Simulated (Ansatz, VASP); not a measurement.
# AlP: VASP beside Ansatz

```
Al P
1.0
     0.00000    2.73467    2.73467
     2.73467    0.00000    2.73467
     2.73467    2.73467    0.00000
Al P
1 1
Cartesian
  0.0000 0.0000 0.0000
  1.3673 1.3673 1.3673
```

Alike in both runs: functional r2SCAN; dispersion rVV10; k mesh 8 × 8 × 8; occupations gaussian, width 0.02 eV; no spin polarisation.

Ansatz relaxed the structure, and its values are those at the end. VASP's run is a single point on that final structure, the one shown.

|  | VASP | Ansatz |
| --- | --- | --- |
| version | VASP 6.6.1 | Ansatz 0.2.0 |
| potentials or method | VASP PAW PBE potentials, release 64 (Al, P), cutoff 550 eV | scalar-relativistic, plane waves, PAW |
| valence electrons in the cell | 8 | 8 |

VASP gave:

```
gap on the k mesh at the Fermi level (eV) : 1.87
least direct gap on the mesh (eV)         : 3.92
pressure (GPa)                            : -0.3
```

**Question.** Estimate Ansatz's values.

**Answer.** gap on the k mesh at the Fermi level (eV): 1.87; least direct gap on the mesh (eV): 3.92; pressure (GPa): 0.0.

VASP's potentials were made for PBE, not for r2SCAN.
